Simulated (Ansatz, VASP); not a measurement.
## Sb: VASP beside Ansatz

```
CELL_PARAMETERS angstrom
4.15072 0.00000 0.00000
-2.07536 3.59463 0.00000
0.00000 0.00000 4.05426
ATOMIC_POSITIONS crystal
Sb 0.33333 0.66667 0.25000
Sb 0.66667 0.33333 0.75000
```

Alike in both runs: functional PBE; k mesh 18 × 18 × 14; occupations gaussian, width 0.1 eV; no spin polarisation.

Ansatz relaxed the structure, and its values are those at the end. VASP's run is a single point on that final structure, the one shown.

```csv
,VASP,Ansatz
version,VASP 6.6.1,Ansatz 0.2.0
potentials or method,"VASP PAW PBE potentials, release 64 (Sb), cutoff 520 eV","scalar-relativistic, plane waves, PAW"
valence electrons in the cell,10,30
```

|  | VASP | Ansatz | Ansatz less VASP |
| --- | --- | --- | --- |
| gap on the k mesh at the Fermi level (eV) | none | none | - |
| pressure (GPa) | -0.1 | 0.0 | +0.05 |

A gap of «none» marks a metal or a gap that the smearing closes. The functional is the same, so the differences come from potentials, cutoffs and numerics. VASP's potentials hold 10 valence electrons a cell and Ansatz's 30, so a difference there can come from the potentials and not from the codes.

Neither program's run includes spin-orbit coupling.
